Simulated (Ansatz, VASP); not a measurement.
W: VASP beside Ansatz

```
W
1.0
     2.71894    0.00000    0.00000
     0.00000    2.71894    0.00000
     0.00000    0.00000    2.71894
W
1
Direct
  0.00000 0.00000 0.00000
```

Alike in both runs: task single point; functional RPBE; k mesh 13 × 13 × 13; occupations fermi-dirac, width 0.1 eV; no spin polarisation.

|  | VASP | Ansatz |
| --- | --- | --- |
| version | VASP 6.6.1 | Ansatz 0.2.0 |
| potentials or method | VASP PAW PBE potentials, release 64 (W_sv), cutoff 520 eV | plane waves (420 eV) with PAW, scalar-relativistic |
| valence electrons in the cell | 14 | 14 |

|  | VASP | Ansatz | Ansatz less VASP |
| --- | --- | --- | --- |
| pressure (GPa) | -13.5 | -13.8 | -0.29 |

VASP's potentials were made for PBE, not for RPBE.

Spin-orbit coupling is off throughout.
